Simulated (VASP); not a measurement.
A run of VASP 6.6.1:

Contents of INCAR:

```
SYSTEM = Ga2GeO
PREC = Accurate
ENCUT = 520
EDIFF = 1E-6
ISMEAR = 0
SIGMA = 0.1
LREAL = .False.
LASPH = .True.
NELM = 80
ALGO = Normal
ISIF = 2
LWAVE = .False.
LCHARG = .True.
GGA = PE
LELF = .True.
LVHAR = .True.
NBANDS = 31
```

File KPOINTS:

```
regular mesh
0
Gamma
  6 6 4
  0 0 0
```

Contents of POSCAR:

```
Ga2GeO
1.0
    3.5822631725      0.0000000000      0.0000000000
    0.0000000000      3.5822631725      0.0000000000
    0.0000000000      0.0000000000      4.8977637599
Ga Ge O
2 1 1
Direct
    0.0000000000      0.0000000000      0.5000000000
    0.5000000000      0.5000000000      0.0000000000
    0.0000000000      0.0000000000      0.0000000000
    0.5000000000      0.5000000000      0.5000000000
```

Potentials or basis: VASP PAW PBE potentials, release 64 (Ga_d, Ge_d, O).

Run with:

```sh
$ cat potpaw_PBE.64/Ga_d/POTCAR potpaw_PBE.64/Ge_d/POTCAR potpaw_PBE.64/O/POTCAR > POTCAR
$ mpirun -np 1 vasp_std > vasp.out
```

Hardware: 1 thread of Intel(R) Xeon(R) Platinum 8375C CPU @ 2.90GHz (Ice Lake), on a shared host.

**Question.** Estimate the wall time of this run.

**Answer.** Run time: 49 s on 1 thread of Intel(R) Xeon(R) Platinum 8375C CPU @ 2.90GHz (Ice Lake) (shared host), peak memory 0.2 GiB. Counts: scf iterations 14, k points 30.
